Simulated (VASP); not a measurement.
# Pt (Fm-3m) in VASP: further runs

Pt is run at these levels: LDA; tasks: single point, relaxation of volume and atoms at fixed shape.

Program: VASP 6.6.1. These are calculated values, not measurements. Logs are shortened: lines on timing, memory, paths and dates and some standing lists are left out, and cuts for length are marked.

### 1 The cell of the first run

The structure is cubic, space group Fm-3m (No. 225). The conventional cell has a = 3.894 Å, b = 3.894 Å, c = 3.894 Å, α = 90.00°, β = 90.00°, γ = 90.00°. Pt (site symmetry m-3m) has 12 Pt at 2.75 Å within 3.6 Å.

### 2 Single point, LDA

The input, INCAR:

```
  ALGO = Normal
  EDIFF = 1E-6
  ENCUT = 500
  GGA_COMPAT = False
  ISIF = 2
  ISMEAR = 1
  LASPH = True
  LCHARG = True
  LELF = True
  LREAL = False
  LVHAR = True
  LWAVE = False
  NBANDS = 11
  NELM = 120
  PREC = Accurate
  SIGMA = 0.1
```

The input, KPOINTS:

```
k-points
0
Gamma
  10 10 10
```

The input, POSCAR:

```
Pt
1.0
    0.0000000000      1.9468520929      1.9468520929
    1.9468520929      0.0000000000      1.9468520929
    1.9468520929      1.9468520929      0.0000000000
Pt
1
Direct
    0.0000000000      0.0000000000      0.0000000000
```

Potentials or basis: VASP PAW LDA potentials, release 64 (Pt).

On the command line:

```console
cat potpaw_LDA.64/Pt/POTCAR > POTCAR
mpirun -np 1 vasp_std > vasp.out
```

OUTCAR:

```text
EDIFF = 1E-6
   ENCUT = 500
   ISIF = 2
   ISMEAR = 1
   LASPH = True
   LREAL = False
   NELM = 120
   PREC = Accurate

 ion  position               nearest neighbor table
   1  0.000  0.000  0.000-

  LATTYP: Found a face centered cubic cell.
 ALAT       =     3.8937041858

  Lattice vectors:

 A1 = (   0.0000000000,   1.9468520929,   1.9468520929)
 A2 = (   1.9468520929,   0.0000000000,   1.9468520929)
 A3 = (   1.9468520929,   1.9468520929,   0.0000000000)

Analysis of symmetry for initial positions (statically):
=====================================================================
 Subroutine PRICEL returns:
 Original cell was already a primitive cell.

 Routine SETGRP: Setting up the symmetry group for a
 face centered cubic supercell.

 Subroutine GETGRP returns: Found 48 space group operations
 (whereof 48 operations were pure point group operations)
 out of a pool of 48 trial point group operations.

The static configuration has the point symmetry O_h .

Analysis of symmetry for dynamics (positions and initial velocities):
=====================================================================
 Subroutine PRICEL returns:
 Original cell was already a primitive cell.

 Routine SETGRP: Setting up the symmetry group for a
 face centered cubic supercell.

 Subroutine GETGRP returns: Found 48 space group operations
 (whereof 48 operations were pure point group operations)
 out of a pool of 48 trial point group operations.

The dynamic configuration has the point symmetry O_h .

 Subroutine INISYM returns: Found 48 space group operations
 (whereof 48 operations are pure point group operations),
 and found     1 'primitive' translations

----------------------------------------------------------------------------------------

                                     Primitive cell

  volume of cell :      14.7580

  direct lattice vectors                    reciprocal lattice vectors
     0.000000000  1.946852093  1.946852093    -0.256824852  0.256824852  0.256824852
     1.946852093  0.000000000  1.946852093     0.256824852 -0.256824852  0.256824852
     1.946852093  1.946852093  0.000000000     0.256824852  0.256824852 -0.256824852

  length of vectors
     2.753264634  2.753264634  2.753264634     0.444833692  0.444833692  0.444833692

  position of ions in fractional coordinates (direct lattice)
     0.000000000  0.000000000  0.000000000

  ion indices of the primitive-cell ions
   primitive index   ion index
                 1           1

----------------------------------------------------------------------------------------

 KPOINTS: k-points

Automatic generation of k-mesh.
 Grid dimensions read from file:
 generate k-points for:   10   10   10

 Generating k-lattice:

  Cartesian coordinates                     Fractional coordinates (reciprocal lattice)
    -0.025682485  0.025682485  0.025682485     0.100000000  0.000000000  0.000000000
     0.025682485 -0.025682485  0.025682485     0.000000000  0.100000000  0.000000000
     0.025682485  0.025682485 -0.025682485     0.000000000  0.000000000  0.100000000

  Length of vectors
     0.044483369  0.044483369  0.044483369

  Shift w.r.t. Gamma in fractional coordinates (k-lattice)
     0.000000000  0.000000000  0.000000000

 Subroutine IBZKPT returns following result:
 ===========================================

 Found     47 irreducible k-points:

 Following reciprocal coordinates:
            Coordinates               Weight
  0.000000  0.000000  0.000000      1.000000
  0.100000  0.000000  0.000000      8.000000
  0.200000  0.000000  0.000000      8.000000
  0.300000  0.000000  0.000000      8.000000
  0.400000  0.000000  0.000000      8.000000
  0.500000  0.000000  0.000000      4.000000
[... 16 lines left out ...]
  0.300000  0.300000  0.000000      6.000000
  0.400000  0.300000  0.000000     24.000000
 [... further k-points ...]
   k-points           NKPTS =     47   k-points in BZ     NKDIM =     47   number of bands    NBANDS=     11
   number of dos      NEDOS =    301   number of ions     NIONS =      1
   total plane-waves  NPLWV =   8000
   dimension x,y,z NGX =    20 NGY =   20 NGZ =   20
   dimension x,y,z NGXF=    40 NGYF=   40 NGZF=   40
   ions per type =               1
   NGX,Y,Z   is equivalent  to a cutoff of  12.08, 12.08, 12.08 a.u.
   NGXF,Y,Z  is equivalent  to a cutoff of  24.15, 24.15, 24.15 a.u.
 SYSTEM =  unknown system
   PREC   = accura    normal or accurate (medium, high low for compatibility)
   ISTART =      0    job   : 0-new  1-cont  2-samecut
   ICHARG =      2    charge: 1-file 2-atom 10-const
   ISPIN  =      1    spin polarized calculation?
   LNONCOLLINEAR =      F non collinear calculations
   LSORBIT =      F    spin-orbit coupling
   LASPH  =      T    aspherical Exc in radial PAW
   ENCUT  =  500.0 eV  36.75 Ry    6.06 a.u.   5.02  5.02  5.02*2*pi/ulx,y,z
   NELM   =    120;   NELMIN=  2; NELMDL= -5     # of ELM steps
   EDIFF  = 0.1E-05   stopping-criterion for ELM
   LREAL  =      F    real-space projection
   EDIFFG = 0.1E-04   stopping-criterion for IOM
   NSW    =      0    number of steps for IOM
   IBRION =     -1    ionic relax: 0-MD 1-quasi-New 2-CG
   NFREE  =      0    steps in history (QN), initial steepest desc. (CG)
   ISIF   =      2    stress and relaxation
   ISYM   =      2    0-nonsym 1-usesym 2-fastsym
   POTIM  = 0.5000    time-step for ionic-motion
   TEBEG  =    0.0;   TEEND  =   0.0 temperature during run
   PSTRESS=    0.0 pullay stress
   NELECT =      10.0000    total number of electrons
   NUPDOWN=      -1.0000    fix difference up-down
   EMIN   =  10.00;   EMAX   =-10.00  energy-range for DOS
   EFERMI =   0.00;   METHOD = LEGACY
   ISMEAR =     1;   SIGMA  =   0.10  broadening in eV -4-tet -1-fermi 0-gaus
   EFERMI_NEDOS =   21; number of points for ismear=-14 and -15
   IALGO  =     38    algorithm
   IMIX   =      4    mixing-type and parameters
     AMIX     =   0.40;   BMIX     =  1.00
     AMIX_MAG =   1.60;   BMIX_MAG =  1.00
  volume/ion in A,a.u.               =      14.76        99.59
  Fermi-wavevector in a.u.,A,eV,Ry     =   1.437911  2.717257 28.131226  2.067587
  Thomas-Fermi vector in A             =   2.556936
   LORBIT       =      0    0 simple, 1 ext, 2 COOP (PROOUT), +10 PAW based schemes
   GGA     = CA    functional components
   LHFCALC =     F    Hartree Fock is set to
   AEXX    =    0.0000 exact exchange contribution
   IVDW    =     0    specifies the selected vdW correction
   LEPSILON=     F    determine dielectric tensor
   LRPA    =     F    only Hartree local field effects (RPA)
 non-spin polarized calculation
 Methfessel and Paxton  Order N= 1 SIGMA  =   0.10
  energy-cutoff  :      500.00
  volume of cell :       14.76
 maximum number of plane-waves:       388
   NGX =  9   NGY =  9   NGZ =  9

 number of electron      10.0000000 magnetization

 Free energy of the ion-electron system (eV)
  ---------------------------------------------------
  ext. energy  EPLUGINS =         0.00000000
  ---------------------------------------------------
  free energy    TOTEN  =        -7.49038641 eV

  energy without entropy =       -7.49279987  energy(sigma->0) =       -7.49119089

 E-fermi :  11.5735     XC(G=0): -13.8132

 val. band max:       11.5179643042   @ k =   0.4000   0.3000   0.0000
 cond. band min:      11.5975894559   @ k =   0.5000   0.5000   0.0000
 fundamental gap:      0.0796251517
 Fermi energy:        11.5734908829

 k-point     1 :       0.0000    0.0000    0.0000
  band No.  band energies     occupation
      1       1.0748      2.00000
      2       7.6141      2.00000
      3       7.6141      2.00000
      4       7.6141      2.00000
      5       9.8836      2.00000
      6       9.8836      2.00000
      7      26.1237      0.00000
      8      31.1666      0.00000
      9      31.1666      0.00000
     10      31.1666      0.00000
     11      36.6986      0.00000

 k-point     2 :       0.1000    0.0000    0.0000
  band No.  band energies     occupation
      1       1.4805      2.00000
      2       7.4399      2.00000
      3       7.7698      2.00000
      4       7.7698      2.00000
      5       9.8015      2.00000
      6       9.8015      2.00000
      7      26.7512      0.00000
      8      29.4224      0.00000
      9      31.8039      0.00000
     10      31.8039      0.00000
     11      38.3498      0.00000

 k-point     3 :       0.2000    0.0000    0.0000
  band No.  band energies     occupation
      1       2.5485      2.00000
      2       7.1813      2.00000
      3       8.0117      2.00000
      4       8.0117      2.00000
      5       9.8278      2.00000
      6       9.8278      2.00000
      7      26.5475      0.00000
      8      27.9376      0.00000
      9      33.5127      0.00000
     10      33.5127      0.00000
     11      35.8031      0.00000

 k-point     4 :       0.3000    0.0000    0.0000
  band No.  band energies     occupation
      1       3.6276      2.00000
      2       7.6564      2.00000
      3       7.9110      2.00000
      4       7.9110      2.00000
      5      10.4257      2.00000
      6      10.4257      2.00000
      7      23.2552      0.00000
      8      27.4433      0.00000
      9      33.9775      0.00000
     10      33.9775      0.00000
     11      35.8808      0.00000

 k-point     5 :       0.4000    0.0000    0.0000
  band No.  band energies     occupation
      1       3.9657      2.00000
      2       7.6639      2.00000
      3       7.6639      2.00000
      4       9.5061      2.00000
      5      11.2422      2.00003
      6      11.2422      2.00003
      7      19.6361      0.00000
      8      26.1656      0.00000
      9      31.5758      0.00000
     10      31.5758      0.00000
     11      39.1103      0.00000

 k-point     6 :       0.5000    0.0000    0.0000
  band No.  band energies     occupation
      1       3.9761      2.00000
      2       7.5561      2.00000
      3       7.5561      2.00000
      4      10.9956      2.00000
      5      11.6185      0.31718
      6      11.6185      0.31717
      7      17.5661      0.00000
      8      25.6961      0.00000
      9      30.6079      0.00000
     10      30.6079      0.00000
     11      40.4052      0.00000

 k-point     7 :       0.1000    0.1000    0.0000
  band No.  band energies     occupation
      1       1.6177      2.00000
      2       7.2581      2.00000
      3       7.9012      2.00000
      4       7.9012      2.00000
      5       9.4851      2.00000
      6      10.0296      2.00000
      7      26.9888      0.00000
      8      30.0603      0.00000
      9      31.2539      0.00000
     10      31.2539      0.00000
     11      39.5910      0.00000

 k-point     8 :       0.2000    0.1000    0.0000
  band No.  band energies     occupation
      1       2.4849      2.00000
      2       6.9090      2.00000
      3       8.1624      2.00000
      4       8.2173      2.00000
      5       9.2649      2.00000
      6      10.1924      2.00000
      7      27.8505      0.00000
      8      28.1664      0.00000
      9      31.5965      0.00000
     10      32.4824      0.00000
     11      36.7621      0.00000
[... 141 lines left out ...]
 k-point    19 :       0.5000    0.2000    0.0000
  band No.  band energies     occupation
      1       4.9590      2.00000
      2       6.7316      2.00000
      3       7.8792      2.00000
      4       8.6943      2.00000
      5      11.7085     -0.06685
      6      14.3914      0.00000
      7      18.4611      0.00000
      8      26.6610      0.00000
      9      28.4358      0.00000
     10      29.7575      0.00000
     11      39.0441      0.00000

 k-point    20 :      -0.4000    0.2000    0.0000
  band No.  band energies     occupation
      1       5.1064      2.00000
      2       6.7915      2.00000
      3       8.1764      2.00000
      4       8.5512      2.00000
      5      11.1339      2.00000
      6      15.0944      0.00000
      7      18.0499      0.00000
      8      25.7760      0.00000
      9      28.7951      0.00000
     10      30.0208      0.00000
     11      38.2459      0.00000

 k-point    21 :      -0.3000    0.2000    0.0000
  band No.  band energies     occupation
      1       5.2089      2.00000
      2       7.0212      2.00000
      3       7.3687      2.00000
      4       8.6171      2.00000
      5      10.0818      2.00000
      6      13.4483     -0.00000
      7      21.4281      0.00000
      8      25.7860      0.00000
      9      28.8866      0.00000
     10      32.8755      0.00000
     11      34.9634      0.00000

 k-point    22 :      -0.2000    0.2000    0.0000
  band No.  band energies     occupation
      1       4.5221      2.00000
      2       6.6328      2.00000
      3       7.6588      2.00000
      4       8.8652      2.00000
      5       9.0665      2.00000
      6      11.9920     -0.00000
      7      24.4065      0.00000
      8      27.1677      0.00000
      9      29.9721      0.00000
     10      32.3127      0.00000
     11      35.8800      0.00000

 k-point    23 :       0.3000    0.3000    0.0000
  band No.  band energies     occupation
      1       4.4190      2.00000
      2       5.5401      2.00000
      3       8.7562      2.00000
      4      10.0105      2.00000
      5      10.0105      2.00000
      6      10.9537      2.00000
      7      27.2227      0.00000
      8      27.2227      0.00000
      9      28.4777      0.00000
     10      30.9308      0.00000
     11      32.1041      0.00000

 k-point    24 :       0.4000    0.3000    0.0000
  band No.  band energies     occupation
      1       4.7235      2.00000
      2       5.3498      2.00000
      3       8.8362      2.00000
      4      10.2004      2.00000
      5      11.5180      1.79786
      6      11.7803     -0.01275
      7      23.6744      0.00000
      8      25.9943      0.00000
      9      26.5956      0.00000
     10      31.7370      0.00000
     11      33.9099      0.00000

 [... further k-points ...]
[... 5 lines left out ...]
  --------------------------------------------------------------------------------------
  -------------------------------------------------------------------------------------
  Total        0.0759253      0.0759253      0.0759253      0.0000000      0.0000000      0.0000000
  in kB        8.2426763      8.2426763      8.2426763      0.0000000      0.0000000      0.0000000
  external PRESSURE =       8.2426763 kB  Pullay stress =       0.0000000 kB

 VOLUME and BASIS-vectors are now :
 -----------------------------------------------------------------------------
  energy-cutoff  :      500.00
  volume of cell :       14.76
      direct lattice vectors                 reciprocal lattice vectors
     0.000000000  1.946852093  1.946852093    -0.256824852  0.256824852  0.256824852
     1.946852093  0.000000000  1.946852093     0.256824852 -0.256824852  0.256824852
     1.946852093  1.946852093  0.000000000     0.256824852  0.256824852 -0.256824852

 POSITION                                       TOTAL-FORCE (eV/Angst)
 -----------------------------------------------------------------------------------
      0.00000      0.00000      0.00000         0.000000     -0.000000     -0.000000
 -----------------------------------------------------------------------------------
    total drift:                                0.000000      0.000000      0.000000

  FREE ENERGIE OF THE ION-ELECTRON SYSTEM (eV)
  ---------------------------------------------------
  free  energy   TOTEN  =        -7.4903864053 eV

  energy  without entropy=       -7.4927998730  energy(sigma->0) =       -7.49119089
```

Wall time 5.4 s (1 thread of Intel Xeon 6975P-C (Granite Rapids), shared host); peak memory 0.12 GiB.

What came out:

```yaml
Free_energy: -7.4904 eV
Pressure: 0.8 GPa
Band_gap_on_the_k_mesh: zero (bands 5 and 6 overlap by 2.29 eV)
```

Caveat: spin-orbit coupling is left out, which moves the levels of the heavy elements.

### 3 Relaxation of volume and atoms at fixed shape, LDA

This run uses another cell than the first one, of 15.06 Å³/atom.

The input, INCAR:

```
  ALGO = Normal
  EDIFF = 1E-7
  EDIFFG = -0.01
  ENCUT = 500
  GGA_COMPAT = F
  IBRION = 2
  ISIF = 8
  ISMEAR = 1
  LASPH = T
  LCHARG = F
  LREAL = F
  LWAVE = F
  NELM = 120
  NELMIN = 4
  NSW = 60
  PREC = Accurate
  SIGMA = 0.1
```

KPOINTS is that of step 2.

The input, POSCAR:

```
Pt
1.0
    0.0000000000      1.9600000000      1.9600000000
    1.9600000000      0.0000000000      1.9600000000
    1.9600000000      1.9600000000      0.0000000000
Pt
1
Direct
    0.0000000000      0.0000000000      0.0000000000
```

Potentials or basis: VASP PAW LDA potentials, release 64 (Pt).

On the command line:

```console
cat potpaw_LDA.64/Pt/POTCAR > POTCAR
mpirun -np 1 vasp_std > vasp.out
```

Wall time 12 s (1 thread of Intel Xeon 6975P-C (Granite Rapids), shared host); peak memory 0.13 GiB.

Results (log left out):

| Item | Value |
| --- | --- |
| Free energy | -7.4908 eV |
| Relaxed volume | 14.80 Å³/atom |
| Relaxed cell | a = 2.756 Å, b = 2.756 Å, c = 2.756 Å, α = 60.00°, β = 60.00°, γ = 60.00° |
| Space group after relaxing (to 0.1 Å) | Fm-3m (No. 225) |
| Energy gained by relaxing | 4.3 meV/atom |
| Ionic steps | 4 |
| Pressure after relaxing | 0.0 GPa |
| Band gap on the k mesh | zero (bands 5 and 6 overlap by 2.27 eV) |

Step by step:
| step | energy change (eV) | largest force (eV/Å) | pressure (GPa) | volume (Å³) |
| --- | --- | --- | --- | --- |
| 1 | 0.0000 | 0.0000 | -5.15 | 15.06 |
| 2 | 0.0387 | 0.0000 | 18.98 | 14.03 |
| 3 | -0.0043 | 0.0000 | -0.12 | 14.80 |
| 4 | -0.0043 | 0.0000 | -0.01 | 14.80 |

Final structure:
```xyz
1
Lattice="0.0000 1.9486 1.9486 1.9486 0.0000 1.9486 1.9486 1.9486 0.0000" Properties=species:S:1:pos:R:3 pbc="T T T"
Pt    0.0000    0.0000    0.0000
```

Levels at points of the mesh, in eV from the Fermi level:
```
           k point  band 1  band 2  band 3  band 4  band 5  band 6  band 7  band 8  band 9
(0.00, 0.00, 0.00)  -10.47   -3.94   -3.94   -3.94   -1.68   -1.68   14.56   19.59   19.59
(0.50, 0.00, 0.00)   -7.57   -4.00   -4.00   -0.57    0.04    0.04    5.97   14.13   19.02
(0.50, 0.50, 0.00)   -7.32   -6.86    0.02    0.51    0.51    1.72    9.07   11.39   11.39
```

Caveat: spin-orbit coupling is left out, which moves the levels of the heavy elements.
